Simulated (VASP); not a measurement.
PtSe2: electric field gradients with r2SCAN

Crystal: PtSe2.

```
Pt Se
1.0
     3.72400    0.00000    0.00000
    -1.86200    3.22508    0.00000
     0.00000    0.00000    5.06200
Pt Se
1 2
Direct
  0.00000 0.00000 0.00000
  0.33333 0.66667 0.25920
  0.66667 0.33333 0.74080
```

```yaml
Program: VASP 6.6.1
Task: electric field gradients
Functional: r2SCAN
Potentials_or_basis: VASP PAW PBE potentials, release 64 (Pt, Se)
Cutoff: 520 eV
k_mesh: 10 × 10 × 7
Occupations: fermi-dirac, width 0.05 eV
Spin: no spin polarisation
Dipole_correction: no
Further_INCAR_settings: ALGO = Normal; EDIFF = 1e-08; NBANDS = 18
```

- Pressure: 2.1 GPa
- Largest force: 0.230 eV/Å
- Band gap on the k mesh: zero (bands 11 and 12 overlap by 0.57 eV)
- Largest electric field gradient by atom: Pt +121.3; Se -45.7 V/Å²

Forces in eV/Å, atoms in the order of the input:
```
Pt   0.000  0.000  0.000
Se   0.000  0.000 -0.230
Se   0.000  0.000  0.230
```

Stress tensor (GPa, compression positive):
```
2.39 0.00 0.00
0.00 2.39 0.00
0.00 0.00 1.45
```

Levels at points of the mesh, in eV from the Fermi level:
| k point | band 7 | band 8 | band 9 | band 10 | band 11 | band 12 | band 13 | band 14 | band 15 | band 16 |
| --- | --- | --- | --- | --- | --- | --- | --- | --- | --- | --- |
| (0.00, 0.00, 0.00) | -4.12 | -2.81 | -1.09 | -1.09 | 0.48 | 1.33 | 1.33 | 4.04 | 4.68 | 7.81 |
| (0.50, 0.00, 0.00) | -3.99 | -3.62 | -3.59 | -3.50 | -3.08 | 0.65 | 2.39 | 5.19 | 6.34 | 7.32 |

Electric field gradients, principal values (V/Å²):
| atom | least | middle | greatest (by size) |
| --- | --- | --- | --- |
| 1 Pt | -60.626 | -60.627 | 121.253 |
| 2 Se | 22.851 | 22.851 | -45.702 |
| 3 Se | 22.851 | 22.851 | -45.702 |

Wall time 12 min on 1 thread of Intel Xeon 8259CL, with other jobs on the host, peak memory 0.24 GiB.

Caveat: without QUAD_EFG the Cq values of the log hold for a quadrupole moment of 1 mb, not for the nuclei; the PAW data sets were made with another functional, which shifts forces and pressure a little; spin-orbit coupling is left out, which moves the levels of the heavy elements.
